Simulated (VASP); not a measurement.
Ge:

```
Ge
1.0
     1.39715   -2.60052    0.00000
     1.39715    2.60052    0.00000
     0.00000    0.00000    2.69823
Ge
1
Direct
  0.50000 0.50000 0.00000
```

* Program: VASP 6.6.1
* Task: relaxation of cell and atoms
* Functional: RPBE
* Potentials or basis: VASP PAW PBE potentials, release 64 (Ge_d)
* Cutoff: 600 eV
* k mesh: 11 × 11 × 10
* Occupations: fermi-dirac, width 0.05 eV
* Spin: no spin polarisation

At the start: pressure 1.1 GPa; volume 19.61 Å³/atom.

**Question.** Where does the relaxation end?

**Answer.** Over 12 steps the energy falls by 6.2 meV/atom and the volume is 19.92 Å³/atom (+1.6 %); space group Cmmm (No. 65, to 0.1 Å) before, P6/mmm (No. 191, to 0.1 Å).

The path:
```
step  energy change (eV)  largest force (eV/Å)  pressure (GPa)  volume (Å³)
   1              0.0000                0.0000            1.06        19.61
   2             -0.0046                0.0000           -0.16        19.97
   3             -0.0049                0.0000           -0.48        20.09
   4             -0.0049                0.0000           -0.58        20.12
   5             -0.0059                0.0000           -0.13        19.96
   6             -0.0060                0.0000            0.18        19.86
   7             -0.0060                0.0000            0.21        19.85
   8             -0.0061                0.0000            0.06        19.90
   9             -0.0062                0.0000           -0.05        19.93
  10             -0.0062                0.0000           -0.05        19.94
  11             -0.0062                0.0000           -0.06        19.94
  12             -0.0062                0.0000           -0.02        19.92
```

Final structure:
```xyz
1
Lattice="1.4376 -2.5266 0.0000 1.4376 2.5266 0.0000 0.0000 0.0000 2.7422" Properties=species:S:1:pos:R:3 pbc="T T T"
Ge    1.4376    0.0000    0.0000
```

Caveat: the PAW data sets were made with another functional, which shifts forces and pressure a little.
